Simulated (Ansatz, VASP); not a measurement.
# Two plane-wave programs on HfSc2O3

The input INCAR:

```
PREC = Accurate
ENCUT = 520
EDIFF = 1E-6
ISMEAR = 0
SIGMA = 0.1
LREAL = F
LASPH = T
NELM = 100
ALGO = Normal
ISIF = 2
LWAVE = F
LCHARG = F
GGA = PE
NBANDS = 34
```

KPOINTS

```
regular mesh
0
Gamma
  6 6 4
```

The input POSCAR:

```
HfSc2O3
1.0
    5.0832454300      0.0000000000      0.0000000000
   -2.5416227100      4.4022196700      0.0000000000
    0.0000000000      0.0000000000      3.8200010100
Hf Sc O
1 2 3
Direct
    0.0000000000      0.0000000000      0.0000000000
    0.6666666700      0.3333333300      0.0000000000
    0.3333333300      0.6666666700      0.0000000000
    0.5000000000      0.0000000000      0.5000000000
    0.5000000000      0.5000000000      0.5000000000
    0.0000000000      0.5000000000      0.5000000000
```

Input for Ansatz:

```yaml
crystal:
  lattice:
    - [5.08324543, 0.0, 0.0]
    - [-2.54162271, 4.40221967, 0.0]
    - [0.0, 0.0, 3.82000101]
  atoms:
    - { symbol: Hf, position: [0.0, 0.0, 0.0] }
    - { symbol: Sc, position: [0.66666667, 0.33333333, 0.0] }
    - { symbol: Sc, position: [0.33333333, 0.66666667, 0.0] }
    - { symbol: O, position: [0.5, 0.0, 0.5] }
    - { symbol: O, position: [0.5, 0.5, 0.5] }
    - { symbol: O, position: [0.0, 0.5, 0.5] }
basis:
  ecutwfc: 420
kpoints:
  mp_grid: { grid: [6, 6, 4] }
hamiltonian:
  xc: pbe
scf:
  occupations: { method: gaussian, width: 0.1 }
  lower_state_search: "off"
output:
  forces: true
  stress: true
  eigenvalues: true
```

Change from the starting cell: species swapped into the PrAl3Ni2 type (P6/mmm, No. 191).

Alike in both runs: task single point; functional PBE; k mesh 6 × 6 × 4; occupations gaussian, width 0.1 eV; no spin polarisation.

|  | VASP | Ansatz |
| --- | --- | --- |
| version | VASP 6.6.1 | Ansatz 0.2.0 |
| potentials or method | VASP PAW PBE potentials, release 64 (Hf_pv, Sc_sv, O), cutoff 520 eV | scalar-relativistic, plane waves, PAW |
| valence electrons in the cell | 50 | 66 |

VASP gave:

- gap on the k mesh at the Fermi level (eV): none
- pressure (GPa): -9.6
- traceless stress, the component that is largest in VASP (GPa): -54.00

Which values does Ansatz return?

gap on the k mesh at the Fermi level (eV): none; pressure (GPa): -9.7; traceless stress, the component that is largest in VASP (GPa): -54.30.

A gap of «none» marks a metal or a gap that the smearing closes. The functional is the same, so the differences come from potentials, cutoffs and numerics. VASP's potentials hold 50 valence electrons a cell and Ansatz's 66, so a difference there can come from the potentials and not from the codes.

The k mesh is coarse, so the values compare programs but aren't converged. Neither program's run includes spin-orbit coupling.
